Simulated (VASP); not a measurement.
# KF (F-43m) in VASP: relaxation of cell and atoms with PBE

Aim: the relaxation of cell and atoms of KF with PBE.

Everything below comes from runs of VASP 6.6.1. Logs are shortened: lines on timing, memory, paths and dates and some standing lists are left out, and cuts for length are marked.

**1. The cell of the first run**

It takes space group F-43m (No. 216, cubic). Conventional cell: a = 5.953 Å, b = 5.953 Å, c = 5.953 Å, α = 90.00°, β = 90.00°, γ = 90.00°. K (site symmetry -43m) has 4 F at 2.58 Å within 3.4 Å. F (site symmetry -43m) has 4 K at 2.58 Å within 3.4 Å.

**2. Relaxation of cell and atoms, PBE (atoms taken out)**

File INCAR:

```
PREC = Accurate ; ENCUT = 600
EDIFF = 1E-6 ; ISMEAR = 0
SIGMA = 0.02 ; LREAL = False
LASPH = True ; NELM = 100
ALGO = Normal ; ISIF = 3
LWAVE = False ; LCHARG = False
GGA = PE ; IBRION = 2
NSW = 100 ; EDIFFG = -0.01
```

File KPOINTS:

```
regular mesh
0
Gamma
  8 8 8
```

File POSCAR:

```
KF
1.0
    0.0000000000      2.9763631419      2.9763631419
    2.9763631419      0.0000000000      2.9763631419
    2.9763631419      2.9763631419      0.0000000000
K F
1 1
Direct
    0.7500000000      0.7500000000      0.7500000000
    0.0000000000      0.0000000000      0.0000000000
```

Potentials or basis: VASP PAW PBE potentials, release 64 (K_sv, F).

Command:

```console
$ cat potpaw_PBE.64/K_sv/POTCAR potpaw_PBE.64/F/POTCAR > POTCAR
$ mpirun -np 1 vasp_std > vasp.out
```

OUTCAR:

```text
PREC = Accurate
   ENCUT = 600
   EDIFF = 1E-6
   ISMEAR = 0
   LREAL = False
   LASPH = True
   NELM = 100
   ISIF = 3
   GGA = PE
   IBRION = 2
   NSW = 100
   EDIFFG = -0.01

 ion  position               nearest neighbor table
   1  0.750  0.750  0.750-   2 2.58   2 2.58   2 2.58   2 2.58
   2  0.000  0.000  0.000-   1 2.58   1 2.58   1 2.58   1 2.58

  LATTYP: Found a face centered cubic cell.
 ALAT       =     5.9527262838

  Lattice vectors:

 A1 = (   0.0000000000,   2.9763631419,   2.9763631419)
 A2 = (   2.9763631419,   0.0000000000,   2.9763631419)
 A3 = (   2.9763631419,   2.9763631419,   0.0000000000)

Analysis of symmetry for initial positions (statically):
=====================================================================
 Subroutine PRICEL returns:
 Original cell was already a primitive cell.

 Routine SETGRP: Setting up the symmetry group for a
 face centered cubic supercell.

 Subroutine GETGRP returns: Found 24 space group operations
 (whereof 24 operations were pure point group operations)
 out of a pool of 48 trial point group operations.

The static configuration has the point symmetry T_d .

Analysis of symmetry for dynamics (positions and initial velocities):
=====================================================================
 Subroutine PRICEL returns:
 Original cell was already a primitive cell.

 Routine SETGRP: Setting up the symmetry group for a
 face centered cubic supercell.

 Subroutine GETGRP returns: Found 24 space group operations
 (whereof 24 operations were pure point group operations)
 out of a pool of 48 trial point group operations.

The dynamic configuration has the point symmetry T_d .

 Subroutine INISYM returns: Found 24 space group operations
 (whereof 24 operations are pure point group operations),
 and found     1 'primitive' translations

----------------------------------------------------------------------------------------

                                     Primitive cell

  volume of cell :      52.7336

  direct lattice vectors                    reciprocal lattice vectors
     0.000000000  2.976363142  2.976363142    -0.167990254  0.167990254  0.167990254
     2.976363142  0.000000000  2.976363142     0.167990254 -0.167990254  0.167990254
     2.976363142  2.976363142  0.000000000     0.167990254  0.167990254 -0.167990254

  length of vectors
     4.209213122  4.209213122  4.209213122     0.290967655  0.290967655  0.290967655

  position of ions in fractional coordinates (direct lattice)
     0.750000000  0.750000000  0.750000000
     0.000000000  0.000000000  0.000000000

  ion indices of the primitive-cell ions
   primitive index   ion index
                 1           1
                 2           2

----------------------------------------------------------------------------------------

 KPOINTS: regular mesh

Automatic generation of k-mesh.
 Grid dimensions read from file:
 generate k-points for:    8    8    8

 Generating k-lattice:

  Cartesian coordinates                     Fractional coordinates (reciprocal lattice)
    -0.020998782  0.020998782  0.020998782     0.125000000  0.000000000  0.000000000
     0.020998782 -0.020998782  0.020998782     0.000000000  0.125000000  0.000000000
     0.020998782  0.020998782 -0.020998782     0.000000000  0.000000000  0.125000000

  Length of vectors
     0.036370957  0.036370957  0.036370957

  Shift w.r.t. Gamma in fractional coordinates (k-lattice)
     0.000000000  0.000000000  0.000000000

 Subroutine IBZKPT returns following result:
 ===========================================

 Found     29 irreducible k-points:

 Following reciprocal coordinates:
            Coordinates               Weight
  0.000000  0.000000  0.000000      1.000000
  0.125000  0.000000  0.000000      8.000000
  0.250000  0.000000  0.000000      8.000000
  0.375000  0.000000  0.000000      8.000000
  0.500000  0.000000  0.000000      4.000000
  0.125000  0.125000  0.000000      6.000000
[... 16 lines left out ...]
  0.500000  0.250000  0.125000     48.000000
 -0.375000  0.250000  0.125000     24.000000
 [... further k-points ...]
   k-points           NKPTS =     29   k-points in BZ     NKDIM =     29   number of bands    NBANDS=     12
   number of dos      NEDOS =    301   number of ions     NIONS =      2
   total plane-waves  NPLWV =  46656
   dimension x,y,z NGX =    36 NGY =   36 NGZ =   36
   dimension x,y,z NGXF=    72 NGYF=   72 NGZF=   72
   ions per type =               1   1
   NGX,Y,Z   is equivalent  to a cutoff of  14.22, 14.22, 14.22 a.u.
   NGXF,Y,Z  is equivalent  to a cutoff of  28.44, 28.44, 28.44 a.u.
 SYSTEM =  unknown system
   PREC   = accura    normal or accurate (medium, high low for compatibility)
   ISTART =      0    job   : 0-new  1-cont  2-samecut
   ICHARG =      2    charge: 1-file 2-atom 10-const
   ISPIN  =      1    spin polarized calculation?
   LNONCOLLINEAR =      F non collinear calculations
   LSORBIT =      F    spin-orbit coupling
   LASPH  =      T    aspherical Exc in radial PAW
   ENCUT  =  600.0 eV  44.10 Ry    6.64 a.u.   8.41  8.41  8.41*2*pi/ulx,y,z
   NELM   =    100;   NELMIN=  2; NELMDL= -5     # of ELM steps
   EDIFF  = 0.1E-05   stopping-criterion for ELM
   LREAL  =      F    real-space projection
   EDIFFG = -.1E-01   stopping-criterion for IOM
   NSW    =    100    number of steps for IOM
   IBRION =      2    ionic relax: 0-MD 1-quasi-New 2-CG
   NFREE  =      1    steps in history (QN), initial steepest desc. (CG)
   ISIF   =      3    stress and relaxation
   ISYM   =      2    0-nonsym 1-usesym 2-fastsym
   POTIM  = 0.5000    time-step for ionic-motion
   TEBEG  =    0.0;   TEEND  =   0.0 temperature during run
   PSTRESS=    0.0 pullay stress
   NELECT =      16.0000    total number of electrons
   NUPDOWN=      -1.0000    fix difference up-down
   EMIN   =  10.00;   EMAX   =-10.00  energy-range for DOS
   EFERMI =   0.00;   METHOD = LEGACY
   ISMEAR =     0;   SIGMA  =   0.02  broadening in eV -4-tet -1-fermi 0-gaus
   EFERMI_NEDOS =   21; number of points for ismear=-14 and -15
   IALGO  =     38    algorithm
   IMIX   =      4    mixing-type and parameters
     AMIX     =   0.40;   BMIX     =  1.00
     AMIX_MAG =   1.60;   BMIX_MAG =  1.00
  volume/ion in A,a.u.               =      26.37       177.93
  Fermi-wavevector in a.u.,A,eV,Ry     =   1.100066  2.078824 16.465038  1.210146
  Thomas-Fermi vector in A             =   2.236471
   LORBIT       =      0    0 simple, 1 ext, 2 COOP (PROOUT), +10 PAW based schemes
   GGA     = PE    functional components
   LHFCALC =     F    Hartree Fock is set to
   AEXX    =    0.0000 exact exchange contribution
   IVDW    =     0    specifies the selected vdW correction
   LEPSILON=     F    determine dielectric tensor
   LRPA    =     F    only Hartree local field effects (RPA)
 conjugate gradient relaxation of ions
 non-spin polarized calculation
 Gauss-broadening in eV      SIGMA  =   0.02
  energy-cutoff  :      600.00
  volume of cell :       52.73
 maximum number of plane-waves:      1807
 NGX is ok and might be reduce to    36
   NGX = 17   NGY = 17   NGZ = 17

 number of electron      16.0000002 magnetization

 Free energy of the ion-electron system (eV)
  ---------------------------------------------------
  ext. energy  EPLUGINS =         0.00000000
  ---------------------------------------------------
  free energy    TOTEN  =        -8.13112426 eV

  energy without entropy =       -8.13112426  energy(sigma->0) =       -8.13112426

 E-fermi :  -3.5871     XC(G=0):  -6.8611

 val. band max:       -3.7282004656   @ k =  -0.2500   0.5000   0.2500
 cond. band min:       1.3203961048   @ k =   0.0000   0.0000   0.0000
 fundamental gap:      5.0485965704
 Fermi energy:        -3.5871329979

 k-point     1 :       0.0000    0.0000    0.0000
  band No.  band energies     occupation
      1     -30.0405      2.00000
      2     -22.2315      2.00000
      3     -13.4559      2.00000
      4     -13.4559      2.00000
      5     -13.4559      2.00000
      6      -3.9067      2.00000
      7      -3.9067      2.00000
      8      -3.9067      2.00000
      9       1.3204      0.00000
     10       7.8692      0.00000
     11       7.9189      0.00000
     12       7.9675      0.00000

 k-point     2 :       0.1250    0.0000    0.0000
  band No.  band energies     occupation
      1     -30.0357      2.00000
      2     -22.2411      2.00000
      3     -13.4700      2.00000
      4     -13.4620      2.00000
      5     -13.4620      2.00000
      6      -3.9358      2.00000
      7      -3.8944      2.00000
      8      -3.8944      2.00000
      9       1.6230      0.00000
     10       7.5514      0.00000
     11       7.5514      0.00000
     12       7.6976      0.00000

 k-point     3 :       0.2500    0.0000    0.0000
  band No.  band energies     occupation
      1     -30.0239      2.00000
      2     -22.2645      2.00000
      3     -13.5051      2.00000
      4     -13.4768      2.00000
      5     -13.4768      2.00000
      6      -3.9790      2.00000
      7      -3.8657      2.00000
      8      -3.8657      2.00000
      9       2.4071      0.00000
     10       6.9960      0.00000
     11       7.2509      0.00000
     12       7.2509      0.00000
[... 286 lines left out ...]
 k-point    23 :       0.5000    0.2500    0.1250
  band No.  band energies     occupation
      1     -30.0057      2.00000
      2     -22.3002      2.00000
      3     -13.5937      2.00000
      4     -13.5158      2.00000
      5     -13.4486      2.00000
      6      -3.9960      2.00000
      7      -3.8449      2.00000
      8      -3.7968      2.00000
      9       3.7785      0.00000
     10       5.5517      0.00000
     11       7.0635      0.00000
     12       7.4308      0.00000

 k-point    24 :      -0.3750    0.2500    0.1250
  band No.  band energies     occupation
      1     -30.0018      2.00000
      2     -22.3078      2.00000
      3     -13.6129      2.00000
      4     -13.5226      2.00000
      5     -13.4445      2.00000
      6      -3.9646      2.00000
      7      -3.8638      2.00000
      8      -3.7846      2.00000
      9       4.2334      0.00000
     10       5.2368      0.00000
     11       6.9578      0.00000
     12       7.4153      0.00000

 [... further k-points ...]

------------------------ aborting loop because EDIFF is reached ----------------------------------------

  FORCE on cell =-STRESS in cart. coord.  units (eV):
  Direction    XX          YY          ZZ          XY          YZ          ZX
  --------------------------------------------------------------------------------------
  -------------------------------------------------------------------------------------
  Total       -0.0089727     -0.0089727     -0.0089727      0.0000000      0.0000000      0.0000000
  in kB       -0.2726131     -0.2726131     -0.2726131      0.0000000      0.0000000      0.0000000
  external PRESSURE =      -0.2726131 kB  Pullay stress =       0.0000000 kB

 VOLUME and BASIS-vectors are now :
 -----------------------------------------------------------------------------
  energy-cutoff  :      600.00
  volume of cell :       52.73
      direct lattice vectors                 reciprocal lattice vectors
     0.000000000  2.976363142  2.976363142    -0.167990254  0.167990254  0.167990254
     2.976363142  0.000000000  2.976363142     0.167990254 -0.167990254  0.167990254
     2.976363142  2.976363142  0.000000000     0.167990254  0.167990254 -0.167990254

 POSITION                                       TOTAL-FORCE (eV/Angst)
 -----------------------------------------------------------------------------------
      4.46454      4.46454      4.46454         0.000000      0.000000      0.000000
      0.00000      0.00000      0.00000        -0.000000     -0.000000     -0.000000
 -----------------------------------------------------------------------------------
    total drift:                                0.000000      0.000000      0.000000

  FREE ENERGIE OF THE ION-ELECTRON SYSTEM (eV)
  ---------------------------------------------------
  free  energy   TOTEN  =        -8.1311242600 eV

  energy  without entropy=       -8.1311242600  energy(sigma->0) =       -8.13112426

 reached required accuracy - stopping structural energy minimisation
```

Wall time 11 s (1 thread of Intel Xeon 6975P-C (Granite Rapids), shared host); peak memory 0.2 GiB.

Results:

* Free energy: -8.1311 eV
* Pressure after relaxing: 0.0 GPa
* Band gap on the k mesh: 5.05 eV (least direct gap 5.23 eV)

Final structure:
```xyz
2
Lattice="0.0000 2.9764 2.9764 2.9764 0.0000 2.9764 2.9764 2.9764 0.0000" Properties=species:S:1:pos:R:3 pbc="T T T"
K     4.4645    4.4645    4.4645
F     0.0000    0.0000    0.0000
```

Levels at points of the mesh, in eV from the valence-band top:
```csv
k point,band 6,band 7,band 8,band 9,band 10,band 11
"(0.00, 0.00, 0.00)",-0.18,-0.18,-0.18,5.05,11.60,11.65
"(0.50, 0.00, 0.00)",-0.26,-0.10,-0.10,7.86,9.00,10.74
"(0.50, 0.50, 0.00)",-0.41,0.00,0.00,8.14,8.28,12.00
```

Caveat: the cell differs from its parent crystal (atoms taken out); the relaxation stopped at its first step, so nothing moved. A k mesh can miss the band edges.
